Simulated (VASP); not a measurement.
Wanted: the native input for a VASP 6.6.1 run.

```yaml
Task: single point
Functional: LDA
Potentials_or_basis: VASP PAW LDA potentials, release 64 (Pd)
Cutoff: 520 eV
k_mesh: 12 × 12 × 12
Occupations: fermi-dirac, width 0.05 eV
Spin: no spin polarisation
Dipole_correction: no
Further_INCAR_settings: ALGO = Fast; EDIFF = 1e-06; NBANDS = 11
```

The structure of Pd lies in POSCAR:

```
Pd
1.0
    0.0000000000      1.9201927211      1.9201927211
    1.9201927211      0.0000000000      1.9201927211
    1.9201927211      1.9201927211      0.0000000000
Pd
1
Direct
    0.0000000000      0.0000000000      0.0000000000
```

The input as run:

INCAR

```
SYSTEM = Pd
PREC = Accurate ; ENCUT = 520
EDIFF = 1E-6 ; ISMEAR = -1
SIGMA = 0.05 ; LREAL = .FALSE.
LASPH = .TRUE. ; NELM = 100
ALGO = Fast ; ISIF = 2
LWAVE = .FALSE. ; LCHARG = .TRUE.
LELF = .TRUE. ; LVHAR = .TRUE.
NBANDS = 11
```

KPOINTS

```
regular mesh
0
G
  12 12 12
  0 0 0
```

Potentials or basis: VASP PAW LDA potentials, release 64 (Pd).

Command:

```console
$ cat potpaw_LDA.64/Pd/POTCAR > POTCAR
$ mpirun -np 1 vasp_std > vasp.out
```

It gave:

```json
{"Pressure": "-0.2 GPa", "Band gap on the k mesh": "zero (band 5 reaches 10.62 eV, above the bottom of band 6 at 8.92 eV)"}
```

Wall time 15 s on 1 thread of Intel Xeon 8259CL (shared host), peak memory 0.13 GiB.
